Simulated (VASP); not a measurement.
## GaN: single point with PBE-based screened hybrid with 40 % exact exchange

GaN:

```
CELL_PARAMETERS angstrom
0.00000 2.10852 2.10852
2.10852 0.00000 2.10852
2.10852 2.10852 0.00000
ATOMIC_POSITIONS crystal
Ga 0.50000 0.50000 0.50000
N 0.00000 0.00000 0.00000
```

```
Program             : VASP 6.6.1
Task                : single point
Functional          : PBE-based screened hybrid with 40 % exact exchange
Potentials or basis : VASP PAW PBE potentials, release 64 (Ga_d, N)
Cutoff              : 520 eV
k mesh              : 6 × 6 × 6
Occupations         : gaussian, width 0.01 eV
Spin                : no spin polarisation
```

```yaml
Pressure: -4.8 GPa
Band_gap_on_the_k_mesh: 2.37 eV (least direct gap 4.65 eV)
```

Levels at points of the mesh, in eV from the valence-band top:
```
           k point  band 5  band 6  band 7  band 8  band 9  band 10  band 11  band 12  band 13  band 14
(0.00, 0.00, 0.00)  -17.52  -17.52   -0.52   -0.52   -0.52     4.13    16.65    16.65    16.65    18.65
(0.50, 0.00, 0.00)  -17.33  -16.44   -9.23   -0.25   -0.25     6.40    11.18    11.18    12.44    18.74
(0.50, 0.50, 0.00)  -17.26  -13.48   -8.01   -3.41   -3.41     2.37     9.28    14.84    17.61    17.61
```

Run time: 48 min on 1 thread of Intel Xeon 8259CL, with other jobs on the host, peak memory 0.26 GiB.

Caveat: the k points lie up to 0.43 Å⁻¹ apart; the PAW data sets were made with another functional, which shifts forces and pressure a little. A k mesh can miss the band edges.
